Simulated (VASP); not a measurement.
# Zr3Cd2 (Pmmm) in VASP: single point with PBE

Aim: the single point of Zr3Cd2 with PBE.

Program: VASP 6.6.1. These are calculated values, not measurements. Logs are shortened: lines on timing, memory, paths and dates and some standing lists are left out, and cuts for length are marked.

## Step 1: The cell of the first run

Symmetry: Pmmm, No. 47, orthorhombic system. Conventional cell: a = 5.364 Å, b = 6.599 Å, c = 7.955 Å, α = 90.00°, β = 90.00°, γ = 90.00°. Zr (site symmetry mmm) has 2 Cd at 2.68 Å within 3.5 Å. Zr (site symmetry mmm) has 2 Zr at 2.68 Å within 3.5 Å. Within 3.5 Å of Zr (site symmetry mmm) lie 2 Zr at 2.68 Å. Cd (site symmetry mmm) has 2 Cd at 3.30 Å and 4 Zr at 4.25 Å within 4.3 Å. Cd (site symmetry mmm) has 2 Zr at 2.68 Å and 2 Cd at 3.30 Å within 3.5 Å.

## Step 2: Single point, PBE

Input file INCAR:

```
SYSTEM = Zr3Cd2
PREC = Accurate
ENCUT = 520
EDIFF = 1E-6
ISMEAR = 1
SIGMA = 0.0324
LREAL = .False.
LASPH = .True.
NELM = 100
ALGO = Normal
ISIF = 2
LWAVE = .False.
LCHARG = .False.
GGA = PE
NBANDS = 38
```

Input file KPOINTS:

```
Automatic mesh
0
Gamma
  3 4 5
  0 0 0
```

Input file POSCAR:

```
Zr3Cd2
1.0
    7.9547517900      0.0000000000      0.0000000000
    0.0000000000      6.5985981700      0.0000000000
    0.0000000000      0.0000000000      5.3638911500
Zr Cd
3 2
Direct
    0.5000000000      0.0000000000      0.0000000000
    0.0000000000      0.0000000000      0.5000000000
    0.0000000000      0.0000000000      0.0000000000
    0.5000000000      0.5000000000      0.5000000000
    0.5000000000      0.0000000000      0.5000000000
```

Potentials or basis: VASP PAW PBE potentials, release 64 (Zr_sv, Cd).

The run is started by

```bash
> cat potpaw_PBE.64/Zr_sv/POTCAR potpaw_PBE.64/Cd/POTCAR > POTCAR
> mpirun -np 1 vasp_std > vasp.out
```

OUTCAR:

```text
SYSTEM = Zr3Cd2
   PREC = Accurate
   ENCUT = 520
   EDIFF = 1E-6
   ISMEAR = 1
   LREAL = .False.
   LASPH = .True.
   NELM = 100
   ISIF = 2
   GGA = PE

 ion  position               nearest neighbor table
   1  0.500  0.000  0.000-   5 2.68   5 2.68
   2  0.000  0.000  0.500-   3 2.68   3 2.68
   3  0.000  0.000  0.000-   2 2.68   2 2.68
   4  0.500  0.500  0.500-   5 3.30   5 3.30
   5  0.500  0.000  0.500-   1 2.68   1 2.68   4 3.30   4 3.30

  LATTYP: Found a simple orthorhombic cell.
 ALAT       =     5.3638911500
 B/A-ratio  =     1.2301886794
 C/A-ratio  =     1.4830188696

  Lattice vectors:

 A1 = (   0.0000000000,   0.0000000000,  -5.3638911500)
 A2 = (   0.0000000000,   6.5985981700,   0.0000000000)
 A3 = (   7.9547517900,   0.0000000000,   0.0000000000)

Analysis of symmetry for initial positions (statically):
=====================================================================
 Subroutine PRICEL returns:
 Original cell was already a primitive cell.

 Routine SETGRP: Setting up the symmetry group for a
 simple orthorhombic supercell.

 Subroutine GETGRP returns: Found  8 space group operations
 (whereof  8 operations were pure point group operations)
 out of a pool of  8 trial point group operations.

The static configuration has the point symmetry D_2h.

Analysis of symmetry for dynamics (positions and initial velocities):
=====================================================================
 Subroutine PRICEL returns:
 Original cell was already a primitive cell.

 Routine SETGRP: Setting up the symmetry group for a
 simple orthorhombic supercell.

 Subroutine GETGRP returns: Found  8 space group operations
 (whereof  8 operations were pure point group operations)
 out of a pool of  8 trial point group operations.

The dynamic configuration has the point symmetry D_2h.

 Subroutine INISYM returns: Found  8 space group operations
 (whereof  8 operations are pure point group operations),
 and found     1 'primitive' translations

----------------------------------------------------------------------------------------

                                     Primitive cell

  volume of cell :     281.5518

  direct lattice vectors                    reciprocal lattice vectors
     7.954751790  0.000000000  0.000000000     0.125711025  0.000000000  0.000000000
     0.000000000  6.598598170  0.000000000     0.000000000  0.151547340  0.000000000
     0.000000000  0.000000000  5.363891150     0.000000000  0.000000000  0.186431822

  length of vectors
     7.954751790  6.598598170  5.363891150     0.125711025  0.151547340  0.186431822

  position of ions in fractional coordinates (direct lattice)
     0.500000000  0.000000000  0.000000000
     0.000000000  0.000000000  0.500000000
     0.000000000  0.000000000  0.000000000
     0.500000000  0.500000000  0.500000000
     0.500000000  0.000000000  0.500000000

  ion indices of the primitive-cell ions
   primitive index   ion index
                 1           1
                 2           2
                 3           3
                 4           4
                 5           5

----------------------------------------------------------------------------------------

 KPOINTS: Automatic mesh

Automatic generation of k-mesh.
 Grid dimensions read from file:
 generate k-points for:    3    4    5

 Generating k-lattice:

  Cartesian coordinates                     Fractional coordinates (reciprocal lattice)
     0.041903675  0.000000000  0.000000000     0.333333333  0.000000000  0.000000000
     0.000000000  0.037886835  0.000000000     0.000000000  0.250000000  0.000000000
     0.000000000  0.000000000  0.037286364     0.000000000  0.000000000  0.200000000

  Length of vectors
     0.041903675  0.037886835  0.037286364

  Shift w.r.t. Gamma in fractional coordinates (k-lattice)
     0.000000000  0.000000000  0.000000000

 Subroutine IBZKPT returns following result:
 ===========================================

 Found     18 irreducible k-points:

 Following reciprocal coordinates:
            Coordinates               Weight
  0.000000  0.000000  0.000000      1.000000
  0.333333  0.000000  0.000000      2.000000
  0.000000  0.250000  0.000000      2.000000
  0.333333  0.250000  0.000000      4.000000
  0.000000  0.500000  0.000000      1.000000
  0.333333  0.500000  0.000000      2.000000
[... 10 lines left out ...]
  0.000000  0.500000  0.400000      2.000000
  0.333333  0.500000  0.400000      4.000000
   k-points           NKPTS =     18   k-points in BZ     NKDIM =     18   number of bands    NBANDS=     38
   number of dos      NEDOS =    301   number of ions     NIONS =      5
   total plane-waves  NPLWV = 120000
   dimension x,y,z NGX =    60 NGY =   50 NGZ =   40
   dimension x,y,z NGXF=   120 NGYF=  100 NGZF=   80
   ions per type =               3   2
   NGX,Y,Z   is equivalent  to a cutoff of  12.54, 12.60, 12.40 a.u.
   NGXF,Y,Z  is equivalent  to a cutoff of  25.08, 25.19, 24.79 a.u.
 SYSTEM =  Zr3Cd2
   PREC   = accura    normal or accurate (medium, high low for compatibility)
   ISTART =      0    job   : 0-new  1-cont  2-samecut
   ICHARG =      2    charge: 1-file 2-atom 10-const
   ISPIN  =      1    spin polarized calculation?
   LNONCOLLINEAR =      F non collinear calculations
   LSORBIT =      F    spin-orbit coupling
   LASPH  =      T    aspherical Exc in radial PAW
   ENCUT  =  520.0 eV  38.22 Ry    6.18 a.u.  14.79 12.27  9.97*2*pi/ulx,y,z
   NELM   =    100;   NELMIN=  2; NELMDL= -5     # of ELM steps
   EDIFF  = 0.1E-05   stopping-criterion for ELM
   LREAL  =      F    real-space projection
   EDIFFG = 0.1E-04   stopping-criterion for IOM
   NSW    =      0    number of steps for IOM
   IBRION =     -1    ionic relax: 0-MD 1-quasi-New 2-CG
   NFREE  =      0    steps in history (QN), initial steepest desc. (CG)
   ISIF   =      2    stress and relaxation
   ISYM   =      2    0-nonsym 1-usesym 2-fastsym
   POTIM  = 0.5000    time-step for ionic-motion
   TEBEG  =    0.0;   TEEND  =   0.0 temperature during run
   PSTRESS=    0.0 pullay stress
   NELECT =      60.0000    total number of electrons
   NUPDOWN=      -1.0000    fix difference up-down
   EMIN   =  10.00;   EMAX   =-10.00  energy-range for DOS
   EFERMI =   0.00;   METHOD = LEGACY
   ISMEAR =     1;   SIGMA  =   0.03  broadening in eV -4-tet -1-fermi 0-gaus
   EFERMI_NEDOS =   21; number of points for ismear=-14 and -15
   IALGO  =     38    algorithm
   IMIX   =      4    mixing-type and parameters
     AMIX     =   0.40;   BMIX     =  1.00
     AMIX_MAG =   1.60;   BMIX_MAG =  1.00
  volume/ion in A,a.u.               =      56.31       380.00
  Fermi-wavevector in a.u.,A,eV,Ry     =   0.977851  1.847870 13.009778  0.956192
  Thomas-Fermi vector in A             =   2.108580
   LORBIT       =      0    0 simple, 1 ext, 2 COOP (PROOUT), +10 PAW based schemes
   GGA     = PE    functional components
   LHFCALC =     F    Hartree Fock is set to
   AEXX    =    0.0000 exact exchange contribution
   IVDW    =     0    specifies the selected vdW correction
   LEPSILON=     F    determine dielectric tensor
   LRPA    =     F    only Hartree local field effects (RPA)
 non-spin polarized calculation
 Methfessel and Paxton  Order N= 1 SIGMA  =   0.03
  energy-cutoff  :      520.00
  volume of cell :      281.55
 maximum number of plane-waves:      7598
 NGX is ok and might be reduce to    60
   NGX = 29   NGY = 25   NGZ = 19

 number of electron      60.0000002 magnetization

 Free energy of the ion-electron system (eV)
  ---------------------------------------------------
  ext. energy  EPLUGINS =         0.00000000
  ---------------------------------------------------
  free energy    TOTEN  =       -16.42240440 eV

  energy without entropy =      -16.42018493  energy(sigma->0) =      -16.42166458

 E-fermi :   0.6176     XC(G=0):  -6.7935

 val. band max:        0.6159202951   @ k =   0.0000   0.0000   0.0000
 cond. band min:       0.6197679279   @ k =   0.0000   0.2500   0.0000
 fundamental gap:      0.0038476327
 Fermi energy:         0.6176020235

 k-point     1 :       0.0000    0.0000    0.0000
  band No.  band energies     occupation
      1     -49.4772      2.00000
      2     -48.8718      2.00000
      3     -48.5649      2.00000
      4     -27.7280      2.00000
      5     -27.5521      2.00000
      6     -27.3471      2.00000
[... 30 lines left out ...]
     37       2.1657      0.00000
     38       2.2268      0.00000

 k-point     2 :       0.3333    0.0000    0.0000
  band No.  band energies     occupation
      1     -49.4772      2.00000
      2     -48.8718      2.00000
      3     -48.5649      2.00000
      4     -27.7280      2.00000
      5     -27.5521      2.00000
      6     -27.3462      2.00000
[... 30 lines left out ...]
     37       2.4485      0.00000
     38       2.4609      0.00000

 k-point     3 :       0.0000    0.2500    0.0000
  band No.  band energies     occupation
      1     -49.4772      2.00000
      2     -48.8718      2.00000
      3     -48.5649      2.00000
      4     -27.7280      2.00000
      5     -27.5521      2.00000
      6     -27.3471      2.00000
[... 30 lines left out ...]
     37       2.2932      0.00000
     38       2.4201      0.00000

 k-point     4 :       0.3333    0.2500    0.0000
  band No.  band energies     occupation
      1     -49.4772      2.00000
      2     -48.8718      2.00000
      3     -48.5649      2.00000
      4     -27.7280      2.00000
      5     -27.5521      2.00000
      6     -27.3462      2.00000
[... 30 lines left out ...]
     37       2.4697      0.00000
     38       2.5731      0.00000
[... 457 lines left out ...]
      4     -27.7286      2.00000
      5     -27.3473      2.00000
      6     -27.3469      2.00000
[... 30 lines left out ...]
     37       1.5879      0.00000
     38       1.6796      0.00000

 k-point    17 :       0.0000    0.5000    0.4000
  band No.  band energies     occupation
      1     -49.4764      2.00000
      2     -48.7686      2.00000
      3     -48.6734      2.00000
      4     -27.7286      2.00000
      5     -27.3476      2.00000
      6     -27.3473      2.00000
[... 30 lines left out ...]
     37       1.6973      0.00000
     38       1.8709      0.00000

 k-point    18 :       0.3333    0.5000    0.4000
  band No.  band energies     occupation
      1     -49.4764      2.00000
      2     -48.7686      2.00000
      3     -48.6734      2.00000
      4     -27.7286      2.00000
      5     -27.3473      2.00000
      6     -27.3469      2.00000
[... 30 lines left out ...]
     37       1.5273      0.00000
     38       1.6864      0.00000

------------------------ aborting loop because EDIFF is reached ----------------------------------------

  FORCE on cell =-STRESS in cart. coord.  units (eV):
  Direction    XX          YY          ZZ          XY          YZ          ZX
  --------------------------------------------------------------------------------------
  -------------------------------------------------------------------------------------
  Total      -12.5076199     -5.0973606     -0.0355050      0.0000000     -0.0000000      0.0000000
  in kB      -71.1749198    -29.0066563     -0.2020421      0.0000000     -0.0000000      0.0000000
  external PRESSURE =     -33.4612061 kB  Pullay stress =       0.0000000 kB

 VOLUME and BASIS-vectors are now :
 -----------------------------------------------------------------------------
  energy-cutoff  :      520.00
  volume of cell :      281.55
      direct lattice vectors                 reciprocal lattice vectors
     7.954751790  0.000000000  0.000000000     0.125711025  0.000000000  0.000000000
     0.000000000  6.598598170  0.000000000     0.000000000  0.151547340  0.000000000
     0.000000000  0.000000000  5.363891150     0.000000000  0.000000000  0.186431822

 POSITION                                       TOTAL-FORCE (eV/Angst)
 -----------------------------------------------------------------------------------
      3.97738      0.00000      0.00000         0.000000      0.000000      0.000000
      0.00000      0.00000      2.68195         0.000000      0.000000      0.000000
      0.00000      0.00000      0.00000         0.000000      0.000000      0.000000
      3.97738      3.29930      2.68195         0.000000      0.000000      0.000000
      3.97738      0.00000      2.68195         0.000000      0.000000      0.000000
 -----------------------------------------------------------------------------------
    total drift:                                0.000000     -0.000000     -0.000000

  FREE ENERGIE OF THE ION-ELECTRON SYSTEM (eV)
  ---------------------------------------------------
  free  energy   TOTEN  =       -16.4224044044 eV

  energy  without entropy=      -16.4201849284  energy(sigma->0) =      -16.42166458
```

It took 9.3 min on 1 thread of AMD EPYC 7R13, shared host; peak memory 0.4 GiB.

What came out:

```
Free energy            : -16.4224 eV
Pressure               : -3.3 GPa
Band gap on the k mesh : zero (band 30 reaches 0.76 eV, above the bottom of band 31 at 0.53 eV)
```
